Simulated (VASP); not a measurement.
# GaB (P4/mmm) in VASP: single point with HSE06

Aim: the single point of GaB with HSE06.

All numbers are computed with VASP 6.6.1; they aren't measurements. Logs are shortened: lines on timing, memory, paths and dates and some standing lists are left out, and cuts for length are marked.

## 1. The cell of the first run

It takes space group P4/mmm (No. 123, tetragonal). The conventional cell has a = 2.718 Å, b = 2.718 Å, c = 3.236 Å, α = 90.00°, β = 90.00°, γ = 90.00°. Within 3.3 Å of Ga (site symmetry 4/mmm) lie 8 B at 2.51 Å and 6 Ga at 2.72 to 3.24 Å. B (site symmetry 4/mmm) has 8 Ga at 2.51 Å and 6 B at 2.72 to 3.24 Å within 3.3 Å.

## 2. Single point, HSE06

Contents of POSCAR:

```
GaB
1.0
    2.7182400000      0.0000000000      0.0000000000
    0.0000000000      2.7182400000      0.0000000000
    0.0000000000      0.0000000000      3.2362100000
Ga B
1 1
Direct
    0.5000000000      0.5000000000      0.5000000000
    0.0000000000      0.0000000000      0.0000000000
```

Contents of INCAR.step1:

```
SYSTEM = GaB
ALGO     = Normal         ! electronic algorithm
EDIFF    = 1E-5           ! SCF threshold, eV
ENCUT    = 520            ! plane-wave cutoff, eV
GGA      = PE             ! functional
ISIF     = 2              ! what is computed and relaxed
ISMEAR   = -1             ! smearing method
LASPH    = .True.         ! aspherical terms in the spheres
LREAL    = .False.        ! projectors in reciprocal space
LWAVE    = .True.         ! write WAVECAR
NBANDS   = 15             ! bands
NELM     = 100            ! most SCF steps
PREC     = Accurate       ! precision mode
SIGMA    = 0.05           ! smearing width, eV
```

Contents of INCAR.step2:

```
SYSTEM = GaB
ALGO     = Normal         ! electronic algorithm
EDIFF    = 1E-6           ! SCF threshold, eV
ENCUT    = 520            ! plane-wave cutoff, eV
GGA      = PE             ! functional
HFSCREEN = 0.2079         ! screening, 1/A
ISIF     = 2              ! what is computed and relaxed
ISMEAR   = -1             ! smearing method
ISTART   = 1            
LASPH    = .True.         ! aspherical terms in the spheres
LCHARG   = .True.         ! write CHGCAR
LELF     = .True.         ! ELF
LHFCALC  = .True.         ! exact exchange
LREAL    = .False.        ! projectors in reciprocal space
LVHAR    = .True.       
LWAVE    = .False.        ! write WAVECAR
NBANDS   = 15             ! bands
NELM     = 100            ! most SCF steps
PREC     = Accurate       ! precision mode
PRECFOCK = Normal       
SIGMA    = 0.05           ! smearing width, eV
```

Contents of KPOINTS:

```
k-points
0
Gamma
  5 5 4
  0 0 0
```

Potentials or basis: VASP PAW PBE potentials, release 64 (Ga_d, B).

Launch:

```console
$ cat potpaw_PBE.64/Ga_d/POTCAR potpaw_PBE.64/B/POTCAR > POTCAR
$ cp INCAR.step1 INCAR
$ mpirun -np 1 vasp_std > vasp.out
$ cp INCAR.step2 INCAR
$ mpirun -np 1 vasp_std > vasp.out
```

OUTCAR:

```text
SYSTEM = GaB
   EDIFF = 1E-6
   ENCUT = 520
   GGA = PE
   HFSCREEN = 0.2079
   ISIF = 2
   ISMEAR = -1
   ISTART = 1
   LASPH = .True.
   LHFCALC = .True.
   LREAL = .False.
   NELM = 100
   PREC = Accurate
   PRECFOCK = Normal

 ion  position               nearest neighbor table
   1  0.500  0.500  0.500-   2 2.51   2 2.51   2 2.51   2 2.51   2 2.51   2 2.51   2 2.51   2 2.51

   2  0.000  0.000  0.000-   1 2.51   1 2.51   1 2.51   1 2.51   1 2.51   1 2.51   1 2.51   1 2.51

  LATTYP: Found a simple tetragonal cell.
 ALAT       =     2.7182400000
 C/A-ratio  =     1.1905534463

  Lattice vectors:

 A1 = (   2.7182400000,   0.0000000000,   0.0000000000)
 A2 = (   0.0000000000,   2.7182400000,   0.0000000000)
 A3 = (   0.0000000000,   0.0000000000,   3.2362100000)

Analysis of symmetry for initial positions (statically):
=====================================================================
 Subroutine PRICEL returns:
 Original cell was already a primitive cell.

 Routine SETGRP: Setting up the symmetry group for a
 simple tetragonal supercell.

 Subroutine GETGRP returns: Found 16 space group operations
 (whereof 16 operations were pure point group operations)
 out of a pool of 16 trial point group operations.

The static configuration has the point symmetry D_4h.

Analysis of symmetry for dynamics (positions and initial velocities):
=====================================================================
 Subroutine PRICEL returns:
 Original cell was already a primitive cell.

 Routine SETGRP: Setting up the symmetry group for a
 simple tetragonal supercell.

 Subroutine GETGRP returns: Found 16 space group operations
 (whereof 16 operations were pure point group operations)
 out of a pool of 16 trial point group operations.

The dynamic configuration has the point symmetry D_4h.

 Subroutine INISYM returns: Found 16 space group operations
 (whereof 16 operations are pure point group operations),
 and found     1 'primitive' translations

----------------------------------------------------------------------------------------

                                     Primitive cell

  volume of cell :      23.9118

  direct lattice vectors                    reciprocal lattice vectors
     2.718240000  0.000000000  0.000000000     0.367885102  0.000000000  0.000000000
     0.000000000  2.718240000  0.000000000     0.000000000  0.367885102  0.000000000
     0.000000000  0.000000000  3.236210000     0.000000000  0.000000000  0.309003433
[... 94 lines left out ...]
   IALGO  =     38    algorithm
   IMIX   =      1    mixing-type and parameters
     AMIX     =   0.40;   BMIX     =  1.00
     AMIX_MAG =   1.60;   BMIX_MAG =  1.00
  volume/ion in A,a.u.               =      11.96        80.68
  Fermi-wavevector in a.u.,A,eV,Ry     =   1.431894  2.705886 27.896285  2.050319
  Thomas-Fermi vector in A             =   2.551580
   LORBIT       =      0    0 simple, 1 ext, 2 COOP (PROOUT), +10 PAW based schemes
   GGA     = PE    functional components
   LHFCALC =     T    Hartree Fock is set to
   PRECFOCK=normal    Normal, Fast or Accurate (Low or Medium for compatibility)
   ENCUT4O =  -1.0   cutoff for four orbital integrals eV
   NKREDX  =     1    reduce k-point grid by
   NKREDY  =     1    reduce k-point grid by
   NKREDZ  =     1    reduce k-point grid by
   AEXX    =    0.2500 exact exchange contribution
   HFSCREEN=    0.2079 screening length (either q_TF or 0.3 A-1)
   HFSCREENC=   0.2079 screening length for correlation (either q_TF or 0.3 A-1)
   ENCUTFOCK=  -1.0 apply spherical cutoff to Coloumb kernel
   IVDW    =     0    specifies the selected vdW correction
   LEPSILON=     F    determine dielectric tensor
   LRPA    =     F    only Hartree local field effects (RPA)
 non-spin polarized calculation
  energy-cutoff  :      520.00
  volume of cell :       23.91
 maximum number of plane-waves:       654
  NGX = 16; NGY = 16; NGZ = 20

 number of electron      16.0000024 magnetization

 Free energy of the ion-electron system (eV)
  ---------------------------------------------------
  ext. energy  EPLUGINS =         0.00000000
  ---------------------------------------------------
  free energy    TOTEN  =        -8.08501645 eV

  energy without entropy =       -8.07749836  energy(sigma->0) =       -8.08125740

 E-fermi :   6.9368     XC(G=0):  -9.7277

 val. band max:        6.9236934300   @ k =   0.4000   0.4000   0.2500
 cond. band min:       7.4288273001   @ k =   0.2000   0.2000   0.2500
 fundamental gap:      0.5051338701
 Fermi energy:         6.9367956771

 k-point     1 :       0.0000    0.0000    0.0000
  band No.  band energies     occupation
      1     -11.3872      2.00000
      2     -11.2266      2.00000
      3     -10.9402      2.00000
      4     -10.9402      2.00000
      5     -10.8797      2.00000
      6      -8.1958      2.00000
      7       4.8333      2.00000
      8       9.1934      0.00000
      9      10.0941      0.00000
     10      10.0941      0.00000
     11      16.7220      0.00000
     12      16.9329      0.00000
     13      21.5381      0.00000
     14      22.7011      0.00000
[... 293 lines left out ...]
      2     -11.1953      2.00000
      3     -11.1799      2.00000
      4     -10.8643      2.00000
      5     -10.8067      2.00000
      6       2.1225      2.00000
      7       3.0113      2.00000
      8       5.7326      2.00000
      9       6.1320      2.00000
     10       7.6095      0.00000
     11       7.9348      0.00000
     12      11.1683      0.00000
     13      12.3840      0.00000
     14      26.2390      0.00000
     15      30.6758      0.00000

------------------------ aborting loop because EDIFF is reached ----------------------------------------

  FORCE on cell =-STRESS in cart. coord.  units (eV):
  Direction    XX          YY          ZZ          XY          YZ          ZX
  --------------------------------------------------------------------------------------
  -------------------------------------------------------------------------------------
  Total       -0.4211112     -0.4211112     -0.8464388      0.0000000      0.0000000     -0.0000000
  in kB      -28.2159754    -28.2159754    -56.7144699      0.0000000      0.0000000     -0.0000000
  external PRESSURE =     -37.7154736 kB  Pullay stress =       0.0000000 kB

 VOLUME and BASIS-vectors are now :
 -----------------------------------------------------------------------------
  energy-cutoff  :      520.00
  volume of cell :       23.91
      direct lattice vectors                 reciprocal lattice vectors
     2.718240000  0.000000000  0.000000000     0.367885102  0.000000000  0.000000000
     0.000000000  2.718240000  0.000000000     0.000000000  0.367885102  0.000000000
     0.000000000  0.000000000  3.236210000     0.000000000  0.000000000  0.309003433

 POSITION                                       TOTAL-FORCE (eV/Angst)
 -----------------------------------------------------------------------------------
      1.35912      1.35912      1.61810         0.000000      0.000000      0.000000
      0.00000      0.00000      0.00000         0.000000      0.000000      0.000000
 -----------------------------------------------------------------------------------
    total drift:                                0.000000      0.000000      0.000001

  FREE ENERGIE OF THE ION-ELECTRON SYSTEM (eV)
  ---------------------------------------------------
  free  energy   TOTEN  =        -8.0850164507 eV

  energy  without entropy=       -8.0774983551  energy(sigma->0) =       -8.08125740
```

OSZICAR.step1:

```text
N       E                     dE             d eps       ncg     rms          rms(c)
DAV:   1     0.674729568505E+02    0.67473E+02   -0.78860E+03   540   0.186E+03
DAV:   2    -0.302133098505E+01   -0.70494E+02   -0.65818E+02   638   0.321E+02
DAV:   3    -0.733017106802E+01   -0.43088E+01   -0.42933E+01   638   0.559E+01
DAV:   4    -0.737070333201E+01   -0.40532E-01   -0.40528E-01   645   0.600E+00
DAV:   5    -0.737109794100E+01   -0.39461E-03   -0.39461E-03   617   0.586E-01    0.213E+00
DAV:   6    -0.714874165135E+01    0.22236E+00   -0.22905E-01   776   0.110E+01    0.922E-01
DAV:   7    -0.712787991129E+01    0.20862E-01   -0.33421E-02   768   0.156E+00    0.406E-01
DAV:   8    -0.712467549805E+01    0.32044E-02   -0.38979E-03   728   0.922E-01    0.755E-02
DAV:   9    -0.712454273521E+01    0.13276E-03   -0.38731E-04   674   0.380E-01    0.157E-02
DAV:  10    -0.712454294837E+01   -0.21316E-06   -0.14934E-05   550   0.404E-02
   1 F= -.71245429E+01 E0= -.71200989E+01  d E =-.888806E-02
```

Run time: 7 min. Hardware: 1 thread of Intel Xeon Platinum 8375C at 2.90GHz (Ice Lake), shared host; peak memory 0.24 GiB.

What came out:

```yaml
Free_energy: -8.0850 eV
Pressure: -3.8 GPa
Band_gap_on_the_k_mesh: zero (band 8 reaches 12.05 eV, above the bottom of band 9 at 4.18 eV)
```

Stress tensor (GPa, compression positive):
```
-2.82  0.00  0.00
 0.00 -2.82  0.00
 0.00  0.00 -5.67
```

Caveat: the k points lie up to 0.49 Å⁻¹ apart; the PAW data sets were made with another functional, which shifts forces and pressure a little.
